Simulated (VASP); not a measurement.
# AgPt3: single point with LDA

Crystal: AgPt3.

```xyz
4
Lattice="3.9391 0.0000 0.0000 0.0000 3.9391 0.0000 0.0000 0.0000 3.9391" Properties=species:S:1:pos:R:3 pbc="T T T"
Ag    0.0000    0.0000    0.0000
Pt    0.0000    1.9696    1.9696
Pt    1.9696    0.0000    1.9696
Pt    1.9696    1.9696    0.0000
```

This cell differs from its parent crystal: volume scaled by 1.02.

```yaml
Program: VASP 6.6.1
Task: single point
Functional: LDA
Potentials_or_basis: VASP PAW LDA potentials, release 64 (Ag, Pt)
Cutoff: 520 eV
k_mesh: 12 × 12 × 12
Occupations: fermi-dirac, width 0.15 eV
Spin: no spin polarisation
Dipole_correction: no
Further_INCAR_settings: ALGO = Fast; EDIFF = 1e-07; NBANDS = 28
```

```yaml
Pressure: -4.3 GPa
```

Levels at points of the mesh, in eV from the Fermi level:
```tsv
k point	band 18	band 19	band 20	band 21	band 22	band 23
(0.00, 0.00, 0.00)	0.28	0.69	0.69	0.69	1.95	1.95
(0.50, 0.00, 0.00)	-1.82	-1.68	-0.69	-0.58	0.70	7.31
(0.50, 0.50, 0.00)	-2.25	-1.50	-1.33	0.43	1.52	2.05
(0.50, 0.50, 0.50)	-0.27	-0.27	-0.27	-0.23	0.27	0.27
```

Wall time 2.1 min on 1 thread of Intel(R) Xeon(R) Platinum 8488C (Sapphire Rapids), on a shared host, peak memory 0.24 GiB.

Caveat: spin-orbit coupling is left out, which moves the levels of the heavy elements.
